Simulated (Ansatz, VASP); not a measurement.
# Two plane-wave programs on HgTe

```xyz
2
Lattice="0.0000 3.2892 3.2892 3.2892 0.0000 3.2892 3.2892 3.2892 0.0000" Properties=species:S:1:pos:R:3 pbc="T T T"
Hg    0.0000    0.0000    0.0000
Te    1.6446    1.6446    1.6446
```

Alike in both runs: task single point; functional PBE; k mesh 4 × 4 × 4; occupations fermi-dirac, width 0.02 eV; no spin polarisation.

|  | VASP | Ansatz |
| --- | --- | --- |
| version | VASP 6.6.1 | Ansatz 0.2.0 |
| potentials or method | VASP PAW PBE potentials, release 64 (Hg, Te) | plane waves, PAW |
| plane-wave cutoff (eV) | 520 | 420 |
| valence electrons in the cell | 18 | 36 |

|  | VASP | Ansatz | Ansatz less VASP |
| --- | --- | --- | --- |
| pressure (GPa) | 1.7 | 1.6 | -0.06 |

VASP's potentials hold 18 valence electrons a cell and Ansatz's 36, so a difference there can come from the potentials and not from the codes.

The k mesh is coarse, so the values compare programs but aren't converged. Neither program's run includes spin-orbit coupling.
